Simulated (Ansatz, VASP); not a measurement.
## Se in VASP and in Ansatz

```
Se
1.0
     4.00250    0.00000    0.00000
    -2.00125    3.46627    0.00000
     0.00000    0.00000    5.29731
Se
3
Direct
  0.29343 0.00000 0.33333
  0.00000 0.29343 0.66667
  0.70657 0.70657 0.00000
```

Alike in both runs: task single point; functional PBE; dispersion D3(BJ); k mesh 9 × 9 × 8; occupations gaussian, width 0.05 eV; no spin polarisation.

|  | VASP | Ansatz |
| --- | --- | --- |
| version | VASP 6.6.1 | Ansatz 0.2.0 |
| potentials or method | VASP PAW PBE potentials, release 64 (Se), cutoff 520 eV | scalar-relativistic, plane waves, PAW |
| valence electrons in the cell | 18 | 48 |

```csv
,VASP,Ansatz,Ansatz less VASP
gap on the k mesh at the Fermi level (eV),none,none,-
pressure (GPa),-6.0,-6.0,-0.02
"traceless stress, the component that is largest in VASP (GPa)",-0.81,-0.81,-0.005
rms of the force components (eV/Å),0.444,0.445,+0.0013
```

Atom by atom the forces differ by 0.001 eV/Å (rms over components). A gap of «none» marks a metal or a gap that the smearing closes. VASP's potentials hold 18 valence electrons a cell and Ansatz's 48, so a difference there can come from the potentials and not from the codes.
